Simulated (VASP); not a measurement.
# Cr2CuO4 (I4_1/amd) in VASP: single point with PBEsol+U

Aim: the single point of Cr2CuO4 with PBEsol+U.

All numbers are computed with VASP 6.6.1; they aren't measurements. Logs are shortened: lines on timing, memory, paths and dates and some standing lists are left out, and cuts for length are marked.

## Step 1: The cell of the first run

Symmetry: I4_1/amd, No. 141, tetragonal system. Conventional cell: a = 6.032 Å, b = 6.032 Å, c = 7.786 Å, α = 90.00°, β = 90.00°, γ = 90.00°. Within 2.6 Å of Cu (site symmetry -4m2) lie 4 O at 1.96 Å. Cr (site symmetry 2/m) has 6 O at 1.97 to 2.00 Å within 2.6 Å. Within 2.6 Å of O (site symmetry m) lie 1 Cu at 1.96 Å and 3 Cr at 1.97 to 2.00 Å.

## Step 2: Single point, PBEsol+U

INCAR reads:

```
SYSTEM = Cr2CuO4
  ALGO = Normal
  EDIFF = 1E-7
  ENCUT = 520
  GGA = PS
  ISIF = 2
  ISMEAR = 1
  LASPH = .True.
  LCHARG = .False.
  LDAU = .True.
  LDAUJ = 0 0 0
  LDAUL = 2 2 -1
  LDAUPRINT = 1
  LDAUTYPE = 2
  LDAUU = 5.47 3.22 0
  LMAXMIX = 4
  LREAL = .False.
  LWAVE = .False.
  NBANDS = 72
  NELM = 150
  PREC = Accurate
  SIGMA = 0.0143
```

KPOINTS reads:

```
k-points
0
Gamma
  6 6 6
  0 0 0
```

POSCAR reads:

```
Cr2CuO4
1.0
   -3.0158242800      3.0158242800      3.8928178400
    3.0158242800     -3.0158242800      3.8928178400
    3.0158242800      3.0158242800     -3.8928178400
Cu Cr O
2 4 8
Direct
    0.1250000000      0.8750000000      0.2500000000
    0.8750000000      0.1250000000      0.7500000000
    0.0000000000      0.5000000000      0.5000000000
    0.5000000000      0.5000000000      0.5000000000
    0.5000000000      0.5000000000      0.0000000000
    0.5000000000      0.0000000000      0.0000000000
    0.7152000000      0.2480000000      0.4672000000
    0.2480000000      0.2808000000      0.5328000000
    0.2808000000      0.2480000000      0.0328000000
    0.2480000000      0.7152000000      0.9672000000
    0.2848000000      0.7520000000      0.5328000000
    0.7520000000      0.2848000000      0.0328000000
    0.7192000000      0.7520000000      0.9672000000
    0.7520000000      0.7192000000      0.4672000000
```

Potentials or basis: VASP PAW PBE potentials, release 64 (Cu, Cr_pv, O).

Started as:

```bash
$ cat potpaw_PBE.64/Cu/POTCAR potpaw_PBE.64/Cr_pv/POTCAR potpaw_PBE.64/O/POTCAR > POTCAR
$ mpirun -np 1 vasp_std > vasp.out
```

OUTCAR:

```text
SYSTEM = Cr2CuO4
   EDIFF = 1E-7
   ENCUT = 520
   GGA = PS
   ISIF = 2
   ISMEAR = 1
   LASPH = .True.
   LREAL = .False.
   NELM = 150
   PREC = Accurate

 ion  position               nearest neighbor table
   1  0.125  0.875  0.250-  10 1.96  11 1.96   8 1.96  13 1.96
   2  0.875  0.125  0.750-   7 1.96  12 1.96   9 1.96  14 1.96
   3  0.000  0.500  0.500-   7 1.97  11 1.97  10 2.00  12 2.00   8 2.00  14 2.00   4 2.89   6 2.89
                             4 2.89   6 2.89   5 3.02   5 3.02
   4  0.500  0.500  0.500-   8 1.97  14 1.97  13 2.00   9 2.00   7 2.00  11 2.00   3 2.89   5 2.89
                             5 2.89   3 2.89   6 3.02   6 3.02
   5  0.500  0.500  0.000-   9 1.97  13 1.97   8 2.00  14 2.00  10 2.00  12 2.00   4 2.89   6 2.89
                             4 2.89   6 2.89   3 3.02   3 3.02
   6  0.500  0.000  0.000-  10 1.97  12 1.97  11 2.00   7 2.00   9 2.00  13 2.00   3 2.89   5 2.89
                             5 2.89   3 2.89   4 3.02   4 3.02
   7  0.715  0.248  0.467-   2 1.96   3 1.97   6 2.00   4 2.00
   8  0.248  0.281  0.533-   1 1.96   4 1.97   3 2.00   5 2.00
   9  0.281  0.248  0.033-   2 1.96   5 1.97   6 2.00   4 2.00
  10  0.248  0.715  0.967-   1 1.96   6 1.97   3 2.00   5 2.00
  11  0.285  0.752  0.533-   1 1.96   3 1.97   6 2.00   4 2.00
  12  0.752  0.285  0.033-   2 1.96   6 1.97   3 2.00   5 2.00
  13  0.719  0.752  0.967-   1 1.96   5 1.97   6 2.00   4 2.00
  14  0.752  0.719  0.467-   2 1.96   4 1.97   3 2.00   5 2.00

  LATTYP: Found a body centered tetragonal cell.
 ALAT       =     6.0316485600
 C/A-ratio  =     1.2907973007

  Lattice vectors:

 A1 = (  -3.0158242800,   3.0158242800,   3.8928178400)
 A2 = (   3.0158242800,  -3.0158242800,   3.8928178400)
 A3 = (   3.0158242800,   3.0158242800,  -3.8928178400)

Analysis of symmetry for initial positions (statically):
=====================================================================
 Subroutine PRICEL returns:
 Original cell was already a primitive cell.

 Routine SETGRP: Setting up the symmetry group for a
 body centered tetragonal supercell.

 Subroutine GETGRP returns: Found 16 space group operations
 (whereof  4 operations were pure point group operations)
 out of a pool of 16 trial point group operations.

The static configuration has the point symmetry C_2h.
 The point group associated with its full space group is D_4h.

Analysis of symmetry for dynamics (positions and initial velocities):
=====================================================================
 Subroutine PRICEL returns:
 Original cell was already a primitive cell.

 Routine SETGRP: Setting up the symmetry group for a
 body centered tetragonal supercell.

 Subroutine GETGRP returns: Found 16 space group operations
 (whereof  4 operations were pure point group operations)
 out of a pool of 16 trial point group operations.

The dynamic configuration has the point symmetry C_2h.
 The point group associated with its full space group is D_4h.

 Subroutine INISYM returns: Found 16 space group operations
 (whereof  4 operations are pure point group operations),
 and found     1 'primitive' translations

----------------------------------------------------------------------------------------

                                     Primitive cell

  volume of cell :     141.6238

  direct lattice vectors                    reciprocal lattice vectors
    -3.015824280  3.015824280  3.892817840     0.000000000  0.165792153  0.128441664
     3.015824280 -3.015824280  3.892817840     0.165792153  0.000000000  0.128441664
     3.015824280  3.015824280 -3.892817840     0.165792153  0.165792153  0.000000000

  length of vectors
     5.774462998  5.774462998  5.774462998     0.209724340  0.209724340  0.234465511

[... 100 lines left out ...]
   LSORBIT =      F    spin-orbit coupling
   LASPH  =      T    aspherical Exc in radial PAW
   ENCUT  =  520.0 eV  38.22 Ry    6.18 a.u.  10.74 10.74 10.74*2*pi/ulx,y,z
   NELM   =    150;   NELMIN=  2; NELMDL= -5     # of ELM steps
   EDIFF  = 0.1E-06   stopping-criterion for ELM
   LREAL  =      F    real-space projection
   EDIFFG = 0.1E-05   stopping-criterion for IOM
   NSW    =      0    number of steps for IOM
   IBRION =     -1    ionic relax: 0-MD 1-quasi-New 2-CG
   NFREE  =      0    steps in history (QN), initial steepest desc. (CG)
   ISIF   =      2    stress and relaxation
   ISYM   =      2    0-nonsym 1-usesym 2-fastsym
   POTIM  = 0.5000    time-step for ionic-motion
   TEBEG  =    0.0;   TEEND  =   0.0 temperature during run
   PSTRESS=    0.0 pullay stress
   NELECT =     118.0000    total number of electrons
   NUPDOWN=      -1.0000    fix difference up-down
   EMIN   =  10.00;   EMAX   =-10.00  energy-range for DOS
   EFERMI =   0.00;   METHOD = LEGACY
   ISMEAR =     1;   SIGMA  =   0.01  broadening in eV -4-tet -1-fermi 0-gaus
   EFERMI_NEDOS =   21; number of points for ismear=-14 and -15
   IALGO  =     38    algorithm
   IMIX   =      4    mixing-type and parameters
     AMIX     =   0.40;   BMIX     =  1.00
     AMIX_MAG =   1.60;   BMIX_MAG =  1.00
  volume/ion in A,a.u.               =      10.12        68.27
  Fermi-wavevector in a.u.,A,eV,Ry     =   1.540483  2.911090 32.287802  2.373087
  Thomas-Fermi vector in A             =   2.646563
   LORBIT       =      0    0 simple, 1 ext, 2 COOP (PROOUT), +10 PAW based schemes
 LDA+U is selected, type is set to LDAUTYPE =  2
   angular momentum for each species LDAUL =     2    2   -1
   U (eV)           for each species LDAUU =   5.5  3.2  0.0
   J (eV)           for each species LDAUJ =   0.0  0.0  0.0
   GGA     = PS    functional components
   LHFCALC =     F    Hartree Fock is set to
   AEXX    =    0.0000 exact exchange contribution
   IVDW    =     0    specifies the selected vdW correction
   LEPSILON=     F    determine dielectric tensor
   LRPA    =     F    only Hartree local field effects (RPA)
 non-spin polarized calculation
 Methfessel and Paxton  Order N= 1 SIGMA  =   0.01
  energy-cutoff  :      520.00
  volume of cell :      141.62
 maximum number of plane-waves:      3827
 NGX is ok and might be reduce to    48
   NGX = 21   NGY = 21   NGZ = 21

atom =   1  type =  1  l = 2

 onsite density matrix

spin component  1
[... 182 lines left out ...]
  o =  0.2314  v = -0.7422 -0.6701 -0.0000  0.0000  0.0000  0.0000  0.0000  0.0000  0.0000  0.0000      0.0000  0.0000  0.0000  0.0000  0.0000  0.0000  0.0000  0.0000  0.0000  0.0000
  o =  0.2314  v =  0.0000  0.0000  0.0000  0.0000  0.0000 -0.7422 -0.6701 -0.0000  0.0000  0.0000      0.0000  0.0000  0.0000  0.0000  0.0000  0.0000  0.0000  0.0000  0.0000  0.0000
  o =  0.2384  v =  0.0000 -0.0000  0.4284  0.7070 -0.5627  0.0000  0.0000  0.0000  0.0000  0.0000      0.0000  0.0000  0.0000  0.0000  0.0000  0.0000  0.0000  0.0000  0.0000  0.0000
  o =  0.2384  v =  0.0000  0.0000  0.0000  0.0000  0.0000  0.0000 -0.0000  0.4284  0.7070 -0.5627      0.0000  0.0000  0.0000  0.0000  0.0000  0.0000  0.0000  0.0000  0.0000  0.0000
  o =  0.3685  v =  0.0000 -0.0000  0.9036 -0.3315  0.2715  0.0000  0.0000  0.0000  0.0000  0.0000      0.0000  0.0000  0.0000  0.0000  0.0000  0.0000  0.0000  0.0000  0.0000  0.0000
  o =  0.3685  v =  0.0000  0.0000  0.0000  0.0000  0.0000  0.0000 -0.0000  0.9036 -0.3315  0.2715      0.0000  0.0000  0.0000  0.0000  0.0000  0.0000  0.0000  0.0000  0.0000  0.0000
  o =  0.3719  v =  0.6701 -0.7422 -0.0000  0.0000  0.0000  0.0000  0.0000  0.0000  0.0000  0.0000      0.0000  0.0000  0.0000  0.0000  0.0000  0.0000  0.0000  0.0000  0.0000  0.0000
  o =  0.3719  v =  0.0000  0.0000  0.0000  0.0000  0.0000  0.6701 -0.7422 -0.0000  0.0000  0.0000      0.0000  0.0000  0.0000  0.0000  0.0000  0.0000  0.0000  0.0000  0.0000  0.0000
  o =  0.8288  v =  0.0000 -0.0000  0.0054 -0.6247 -0.7808  0.0000  0.0000  0.0000  0.0000  0.0000      0.0000  0.0000  0.0000  0.0000  0.0000  0.0000  0.0000  0.0000  0.0000  0.0000
  o =  0.8288  v =  0.0000  0.0000  0.0000  0.0000  0.0000  0.0000 -0.0000  0.0054 -0.6247 -0.7808      0.0000  0.0000  0.0000  0.0000  0.0000  0.0000  0.0000  0.0000  0.0000  0.0000

 number of electron     118.0000032 magnetization

 Free energy of the ion-electron system (eV)
  ---------------------------------------------------
  ext. energy  EPLUGINS =         0.00000000
  ---------------------------------------------------
  free energy    TOTEN  =       -92.91411783 eV

  energy without entropy =      -92.91401196  energy(sigma->0) =      -92.91408254

 E-fermi :   6.0537     XC(G=0): -12.1041

 val. band max:        6.0470286807   @ k =  -0.3333   0.1667  -0.0000
 cond. band min:       6.0543069463   @ k =   0.3333   0.1667   0.1667
 fundamental gap:      0.0072782656
 Fermi energy:         6.0537218735

 k-point     1 :       0.0000    0.0000    0.0000
  band No.  band energies     occupation
      1     -38.2949      2.00000
      2     -38.2883      2.00000
      3     -38.2625      2.00000
      4     -38.2625      2.00000
      5     -37.7488      2.00000
      6     -37.7303      2.00000
[... 1765 lines left out ...]
     70       8.8995      0.00000
     71       9.0666      0.00000

 [... further k-points ...]

 [bands above 71 left out]

------------------------ aborting loop because EDIFF is reached ----------------------------------------

  FORCE on cell =-STRESS in cart. coord.  units (eV):
  Direction    XX          YY          ZZ          XY          YZ          ZX
  --------------------------------------------------------------------------------------
  -------------------------------------------------------------------------------------
  Total       -9.1032496     -9.1032496    -11.4788041      0.0000000      0.0000000      0.0000000
  in kB     -102.9842699   -102.9842699   -129.8587102      0.0000000      0.0000000      0.0000000
  external PRESSURE =    -111.9424167 kB  Pullay stress =       0.0000000 kB

 VOLUME and BASIS-vectors are now :
 -----------------------------------------------------------------------------
  energy-cutoff  :      520.00
  volume of cell :      141.62
      direct lattice vectors                 reciprocal lattice vectors
    -3.015824280  3.015824280  3.892817840     0.000000000  0.165792153  0.128441664
     3.015824280 -3.015824280  3.892817840     0.165792153  0.000000000  0.128441664
     3.015824280  3.015824280 -3.892817840     0.165792153  0.165792153  0.000000000

 POSITION                                       TOTAL-FORCE (eV/Angst)
 -----------------------------------------------------------------------------------
      3.01582     -1.50791      2.91961         0.000000     -0.000000      0.000000
      0.00000      4.52374      0.97320         0.000000     -0.000000      0.000000
      3.01582      0.00000      0.00000         0.000000     -0.000000      0.000000
      1.50791      1.50791      1.94641         0.000000     -0.000000      0.000000
      0.00000      0.00000      3.89282         0.000000     -0.000000      0.000000
     -1.50791      1.50791      1.94641         0.000000     -0.000000      0.000000
     -0.00000      2.81799      1.93084         0.000000     -0.239387      0.749726
      1.70575      1.50791     -0.01557         0.239387      0.000000      0.749726
     -0.00000      0.19784      1.93084         0.000000      0.239387      0.749726
      4.32590      1.50791     -0.01557        -0.239387      0.000000      0.749726
      3.01582      0.19784      1.96198         0.000000      0.239387     -0.749726
     -1.31007      1.50791      3.90839         0.239387     -0.000000     -0.749726
      3.01582      2.81799      1.96198        -0.000000     -0.239387     -0.749726
      1.31007      1.50791      3.90839        -0.239387     -0.000000     -0.749726
 -----------------------------------------------------------------------------------
    total drift:                                0.000000      0.000000     -0.000000

  FREE ENERGIE OF THE ION-ELECTRON SYSTEM (eV)
  ---------------------------------------------------
  free  energy   TOTEN  =       -92.9141178325 eV

  energy  without entropy=      -92.9140119552  energy(sigma->0) =      -92.91408254
```

It took 47 min on 1 thread of AMD EPYC 7R43 (Zen 3), shared host; peak memory 0.41 GiB.

Results:

```yaml
Free_energy: -92.9141 eV
Pressure: -11.2 GPa
Largest_force: 0.787 eV/Å
Band_gap_on_the_k_mesh: zero (band 59 reaches 6.41 eV, above the bottom of band 60 at 5.64 eV)
```

Forces on the atoms (eV/Å):
```
Cu   0.000  0.000  0.000
Cu   0.000  0.000  0.000
Cr   0.000  0.000  0.000
Cr   0.000  0.000  0.000
Cr   0.000  0.000  0.000
Cr   0.000  0.000  0.000
O    0.000 -0.239  0.750
O    0.239  0.000  0.750
O    0.000  0.239  0.750
O   -0.239  0.000  0.750
O    0.000  0.239 -0.750
O    0.239  0.000 -0.750
O    0.000 -0.239 -0.750
O   -0.239  0.000 -0.750
```

Levels at points of the mesh, in eV from the Fermi level:
```tsv
k point	band 57	band 58	band 59	band 60	band 61	band 62
(0.00, 0.00, 0.00)	-0.62	-0.57	-0.45	-0.41	0.39	0.39
(0.50, 0.00, 0.00)	-0.36	-0.23	-0.16	0.13	0.55	0.56
(0.50, 0.50, 0.00)	-0.11	-0.11	0.10	0.10	0.30	0.30
(0.50, 0.50, 0.50)	-0.28	-0.28	0.35	0.35	0.65	0.65
```

Eigenvalues of the final occupation matrices:
```
    site  spin  trace               eigenvalues
site 1 d     1   4.72  0.90 0.95 0.95 0.96 0.96
site 1 d     2   4.72  0.90 0.95 0.95 0.96 0.96
site 2 d     1   4.72  0.90 0.95 0.95 0.96 0.96
site 2 d     2   4.72  0.90 0.95 0.95 0.96 0.96
site 3 d     1   2.04  0.23 0.24 0.37 0.37 0.83
site 3 d     2   2.04  0.23 0.24 0.37 0.37 0.83
site 4 d     1   2.04  0.23 0.24 0.37 0.37 0.83
site 4 d     2   2.04  0.23 0.24 0.37 0.37 0.83
site 5 d     1   2.04  0.23 0.24 0.37 0.37 0.83
site 5 d     2   2.04  0.23 0.24 0.37 0.37 0.83
site 6 d     1   2.04  0.23 0.24 0.37 0.37 0.83
site 6 d     2   2.04  0.23 0.24 0.37 0.37 0.83
```

Caveat: the PAW data sets were made with another functional, which shifts forces and pressure a little; the run has no spin polarisation, though such a crystal can be magnetic; U without spin polarisation on a metal has little footing.
